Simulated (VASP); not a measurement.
# PdRh4 in VASP: single point with PBEsol

Aim: the single point of PdRh4 with PBEsol.

All numbers are computed with VASP 6.6.1; they aren't measurements. Logs are shortened: lines on timing, memory, paths and dates and some standing lists are left out, and cuts for length are marked.

## (1) The cell of the first run

The cell holds a slab with vacuum, 5 atoms: a = 2.673 Å, b = 3.781 Å, c = 21.347 Å, α = 90.00°, β = 90.00°, γ = 90.00°.

## (2) Single point, PBEsol

INCAR

```
PREC = Accurate ; ENCUT = 520
EDIFF = 1E-6 ; ISMEAR = -1
SIGMA = 0.08 ; LREAL = F
LASPH = T ; NELM = 80
ALGO = Normal ; ISIF = 2
LWAVE = F ; LCHARG = F
LDIPOL = T ; IDIPOL = 3
DIPOL = 0.5 0.5 0.500 ; GGA = PS
NBANDS = 43
```

KPOINTS

```
Automatic mesh
0
Gamma
  14 10 1
```

POSCAR

```
PdRh4
1.0
    2.6734833388      0.0000000000      0.0000000000
    0.0000000000      3.7808763964      0.0000000000
    0.0000000000      0.0000000000     21.3470000000
Pd Rh
1 4
Direct
    0.0000000000      0.0000000000      0.3802675168
    0.5000000000      0.5000000000      0.4352750531
    0.0000000000      0.0000000000      0.5000000000
    0.5000000000      0.5000000000      0.5647249465
    0.0000000000      0.0000000000      0.6197324834
```

Potentials or basis: VASP PAW PBE potentials, release 64 (Pd, Rh_pv).

Run with:

```sh
$ cat potpaw_PBE.64/Pd/POTCAR potpaw_PBE.64/Rh_pv/POTCAR > POTCAR
$ mpirun -np 1 vasp_std > vasp.out
```

OUTCAR:

```text
PREC = Accurate
   ENCUT = 520
   EDIFF = 1E-6
   ISMEAR = -1
   LREAL = F
   LASPH = T
   NELM = 80
   ISIF = 2
   GGA = PS

 ion  position               nearest neighbor table
   1  0.000  0.000  0.380-   3 2.56   2 2.60   2 2.60   2 2.60   2 2.60
   2  0.500  0.500  0.435-   1 2.60   1 2.60   1 2.60   1 2.60   3 2.70   3 2.70   3 2.70   3 2.70
                             4 2.76
   3  0.000  0.000  0.500-   1 2.56   5 2.56   4 2.70   4 2.70   4 2.70   4 2.70   2 2.70   2 2.70
                             2 2.70   2 2.70
   4  0.500  0.500  0.565-   5 2.60   5 2.60   5 2.60   5 2.60   3 2.70   3 2.70   3 2.70   3 2.70
                             2 2.76
   5  0.000  0.000  0.620-   3 2.56   4 2.60   4 2.60   4 2.60   4 2.60

  LATTYP: Found a simple orthorhombic cell.
 ALAT       =     2.6734833388
 B/A-ratio  =     1.4142135623
 C/A-ratio  =     7.9847140583

  Lattice vectors:

 A1 = (   2.6734833388,   0.0000000000,   0.0000000000)
 A2 = (   0.0000000000,   3.7808763964,   0.0000000000)
 A3 = (   0.0000000000,   0.0000000000,  21.3470000000)

Analysis of symmetry for initial positions (statically):
=====================================================================
 Subroutine PRICEL returns:
 Original cell was already a primitive cell.

 Routine SETGRP: Setting up the symmetry group for a
 simple orthorhombic supercell.

 Subroutine GETGRP returns: Found  4 space group operations
 (whereof  4 operations were pure point group operations)
 out of a pool of  8 trial point group operations.

The static configuration has the point symmetry C_2v.

Analysis of symmetry for dynamics (positions and initial velocities):
=====================================================================
 Subroutine PRICEL returns:
 Original cell was already a primitive cell.

 Routine SETGRP: Setting up the symmetry group for a
 simple orthorhombic supercell.

 Subroutine GETGRP returns: Found  4 space group operations
 (whereof  4 operations were pure point group operations)
 out of a pool of  8 trial point group operations.

The dynamic configuration has the point symmetry C_2v.

 Subroutine INISYM returns: Found  4 space group operations
 (whereof  4 operations are pure point group operations),
 and found     1 'primitive' translations

----------------------------------------------------------------------------------------

                                     Primitive cell

  volume of cell :     215.7778

  direct lattice vectors                    reciprocal lattice vectors
     2.673483339  0.000000000  0.000000000     0.374043850  0.000000000  0.000000000
     0.000000000  3.780876396  0.000000000     0.000000000  0.264488943  0.000000000
     0.000000000  0.000000000 21.347000000     0.000000000  0.000000000  0.046844990

  length of vectors
     2.673483339  3.780876396 21.347000000     0.374043850  0.264488943  0.046844990

  position of ions in fractional coordinates (direct lattice)
     0.000000000  0.000000000  0.380267517
     0.500000000  0.500000000  0.435275053
     0.000000000  0.000000000  0.500000000
     0.500000000  0.500000000  0.564724947
     0.000000000  0.000000000  0.619732483

  ion indices of the primitive-cell ions
   primitive index   ion index
                 1           1
                 2           2
                 3           3
                 4           4
                 5           5

----------------------------------------------------------------------------------------

 KPOINTS: Automatic mesh

Automatic generation of k-mesh.
 Grid dimensions read from file:
 generate k-points for:   14   10    1

 Generating k-lattice:

  Cartesian coordinates                     Fractional coordinates (reciprocal lattice)
     0.026717418  0.000000000  0.000000000     0.071428571  0.000000000  0.000000000
     0.000000000  0.026448894  0.000000000     0.000000000  0.100000000  0.000000000
     0.000000000  0.000000000  0.046844990     0.000000000  0.000000000  1.000000000

  Length of vectors
     0.026717418  0.026448894  0.046844990

  Shift w.r.t. Gamma in fractional coordinates (k-lattice)
     0.000000000  0.000000000  0.000000000

 Subroutine IBZKPT returns following result:
 ===========================================

 Found     48 irreducible k-points:

 Following reciprocal coordinates:
            Coordinates               Weight
  0.000000  0.000000  0.000000      1.000000
  0.071429  0.000000  0.000000      2.000000
  0.142857  0.000000  0.000000      2.000000
  0.214286  0.000000  0.000000      2.000000
  0.285714  0.000000  0.000000      2.000000
  0.357143  0.000000  0.000000      2.000000
[... 16 lines left out ...]
  0.428571  0.200000  0.000000      4.000000
  0.500000  0.200000  0.000000      2.000000
 [... further k-points ...]
   k-points           NKPTS =     48   k-points in BZ     NKDIM =     48   number of bands    NBANDS=     43
   number of dos      NEDOS =    301   number of ions     NIONS =      5
   total plane-waves  NPLWV =  89600
   dimension x,y,z NGX =    20 NGY =   28 NGZ =  160
   dimension x,y,z NGXF=    40 NGYF=   56 NGZF=  320
   ions per type =               1   4
   NGX,Y,Z   is equivalent  to a cutoff of  12.44, 12.31, 12.46 a.u.
   NGXF,Y,Z  is equivalent  to a cutoff of  24.87, 24.62, 24.92 a.u.
 SYSTEM =  unknown system
   PREC   = accura    normal or accurate (medium, high low for compatibility)
   ISTART =      0    job   : 0-new  1-cont  2-samecut
   ICHARG =      2    charge: 1-file 2-atom 10-const
   ISPIN  =      1    spin polarized calculation?
   LNONCOLLINEAR =      F non collinear calculations
   LSORBIT =      F    spin-orbit coupling
   LASPH  =      T    aspherical Exc in radial PAW
   ENCUT  =  520.0 eV  38.22 Ry    6.18 a.u.   4.97  7.03 39.69*2*pi/ulx,y,z
   NELM   =     80;   NELMIN=  2; NELMDL= -5     # of ELM steps
   EDIFF  = 0.1E-05   stopping-criterion for ELM
   LREAL  =      F    real-space projection
   EDIFFG = 0.1E-04   stopping-criterion for IOM
   NSW    =      0    number of steps for IOM
   IBRION =     -1    ionic relax: 0-MD 1-quasi-New 2-CG
   NFREE  =      0    steps in history (QN), initial steepest desc. (CG)
   ISIF   =      2    stress and relaxation
   ISYM   =      2    0-nonsym 1-usesym 2-fastsym
   POTIM  = 0.5000    time-step for ionic-motion
   TEBEG  =    0.0;   TEEND  =   0.0 temperature during run
   PSTRESS=    0.0 pullay stress
   NELECT =      70.0000    total number of electrons
   NUPDOWN=      -1.0000    fix difference up-down
   EMIN   =  10.00;   EMAX   =-10.00  energy-range for DOS
   EFERMI =   0.00;   METHOD = LEGACY
   ISMEAR =    -1;   SIGMA  =   0.08  broadening in eV -4-tet -1-fermi 0-gaus
   EFERMI_NEDOS =   21; number of points for ismear=-14 and -15
   IALGO  =     38    algorithm
   IMIX   =      4    mixing-type and parameters
     AMIX     =   0.40;   BMIX     =  1.00
     AMIX_MAG =   1.60;   BMIX_MAG =  1.00
  volume/ion in A,a.u.               =      43.16       291.23
  Fermi-wavevector in a.u.,A,eV,Ry     =   1.124878  2.125710 17.216124  1.265349
  Thomas-Fermi vector in A             =   2.261552
   LORBIT       =      0    0 simple, 1 ext, 2 COOP (PROOUT), +10 PAW based schemes
   GGA     = PS    functional components
   LHFCALC =     F    Hartree Fock is set to
   AEXX    =    0.0000 exact exchange contribution
   IVDW    =     0    specifies the selected vdW correction
   LEPSILON=     F    determine dielectric tensor
   LRPA    =     F    only Hartree local field effects (RPA)
 non-spin polarized calculation
  energy-cutoff  :      520.00
  volume of cell :      215.78
 maximum number of plane-waves:      5912
 NGX is ok and might be reduce to    20
   NGX =  9   NGY = 15   NGZ = 79

 dipolmoment           0.000000      0.000000      0.029637 electrons x Angstroem

 number of electron      70.0000007 magnetization

 dipolmoment           0.000000      0.000000     -0.012563 electrons x Angstroem

 Free energy of the ion-electron system (eV)
  ---------------------------------------------------
  ext. energy  EPLUGINS =         0.00000000
  ---------------------------------------------------
  free energy    TOTEN  =       -35.30112568 eV

  energy without entropy =      -35.12033288  energy(sigma->0) =      -35.21072928

 E-fermi :   0.5151     XC(G=0):  -5.3540

 val. band max:        0.5136484865   @ k =   0.3571   0.5000   0.0000
 cond. band min:       0.5161103919   @ k =   0.0714   0.3000   0.0000
 fundamental gap:      0.0024619055
 Fermi energy:         0.5150613015

 k-point     1 :       0.0000    0.0000    0.0000
  band No.  band energies     occupation
      1     -46.4108      2.00000
      2     -46.3820      2.00000
      3     -46.1238      2.00000
      4     -46.0362      2.00000
      5     -45.9665      2.00000
      6     -45.9058      2.00000
[... 35 lines left out ...]
     42       4.9141      0.00000
     43       5.2314      0.00000

 k-point     2 :       0.0714    0.0000    0.0000
  band No.  band energies     occupation
      1     -46.4018      2.00000
      2     -46.3823      2.00000
      3     -46.1200      2.00000
      4     -46.0586      2.00000
      5     -45.9703      2.00000
      6     -45.9196      2.00000
[... 35 lines left out ...]
     42       5.0159      0.00000
     43       5.7110      0.00000

 k-point     3 :       0.1429    0.0000    0.0000
  band No.  band energies     occupation
      1     -46.3845      2.00000
      2     -46.3755      2.00000
      3     -46.1144      2.00000
      4     -46.1096      2.00000
      5     -46.0096      2.00000
      6     -45.9345      2.00000
[... 919 lines left out ...]
      6     -46.0329      2.00000
[... 35 lines left out ...]
     42       6.1720      0.00000
     43       7.4238      0.00000

 k-point    24 :       0.5000    0.2000    0.0000
  band No.  band energies     occupation
      1     -46.4853      2.00000
      2     -46.4271      2.00000
      3     -46.3254      2.00000
      4     -46.1914      2.00000
      5     -46.1464      2.00000
      6     -46.0385      2.00000
[... 35 lines left out ...]
     42       5.7502      0.00000
     43       7.3355      0.00000

 [... further k-points ...]

------------------------ aborting loop because EDIFF is reached ----------------------------------------

 vacuum level on the upper side and lower side of the slab       (xc-potential included)        -0.283        -0.062

  FORCE on cell =-STRESS in cart. coord.  units (eV):
  Direction    XX          YY          ZZ          XY          YZ          ZX
  --------------------------------------------------------------------------------------
  -------------------------------------------------------------------------------------
  Total       -1.9766603     -0.4490629      0.8145063      0.0000000      0.0000000      0.0000000
  in kB      -14.6769498     -3.3343479      6.0478109      0.0000000      0.0000000      0.0000000
  external PRESSURE =      -3.9878289 kB  Pullay stress =       0.0000000 kB

 VOLUME and BASIS-vectors are now :
 -----------------------------------------------------------------------------
  energy-cutoff  :      520.00
  volume of cell :      215.78
      direct lattice vectors                 reciprocal lattice vectors
     2.673483339  0.000000000  0.000000000     0.374043850  0.000000000  0.000000000
     0.000000000  3.780876396  0.000000000     0.000000000  0.264488943  0.000000000
     0.000000000  0.000000000 21.347000000     0.000000000  0.000000000  0.046844990

 POSITION                                       TOTAL-FORCE (eV/Angst)
 -----------------------------------------------------------------------------------
      0.00000      0.00000      8.11757         0.000000      0.000000     -0.992860
      1.33674      1.89044      9.29182         0.000000      0.000000      0.900696
      0.00000      0.00000     10.67350         0.000000      0.000000      0.308595
      1.33674      1.89044     12.05518         0.000000      0.000000     -0.101625
      0.00000      0.00000     13.22943         0.000000      0.000000     -0.114806
 -----------------------------------------------------------------------------------
    total drift:                               -0.000000      0.000000     -0.000937

  FREE ENERGIE OF THE ION-ELECTRON SYSTEM (eV)
  ---------------------------------------------------
  free  energy   TOTEN  =       -35.3011256811 eV

  energy  without entropy=      -35.1203328815  energy(sigma->0) =      -35.21072928

 vacuum level on the upper side and lower side of the slab         4.959         5.188
```

Run time: 8.4 min. Hardware: 1 thread of Intel Xeon Platinum 8488C (Sapphire Rapids), shared host; peak memory 0.52 GiB.

What came out:

* Free energy: -35.3011 eV
* Largest force: 0.993 eV/Å
* Band gap on the k mesh: zero (bands 35 and 36 overlap by 1.11 eV)

Forces on the atoms (eV/Å):
```
Pd   0.000  0.000 -0.993
Rh   0.000  0.000  0.901
Rh   0.000  0.000  0.309
Rh   0.000  0.000 -0.102
Rh   0.000  0.000 -0.115
```

Levels at points of the mesh, in eV from the Fermi level:
```
           k point  band 32  band 33  band 34  band 35  band 36  band 37  band 38  band 39  band 40  band 41
(0.00, 0.00, 0.00)    -1.09    -1.03    -0.88    -0.68    -0.11     0.26     0.38     0.41     0.98     2.59
(0.50, 0.00, 0.00)     0.03     0.04     0.42     0.52     0.64     1.02     3.18     3.23     3.48     3.57
(0.00, 0.50, 0.00)    -0.61    -0.42    -0.21     0.12     0.18     0.36     0.38     0.41     0.76     0.80
(0.50, 0.50, 0.00)    -0.51    -0.15     0.58     0.66     0.73     0.74     2.03     2.31     5.26     5.70
```

Caveat: the PAW data sets were made with another functional, which shifts forces and pressure a little.
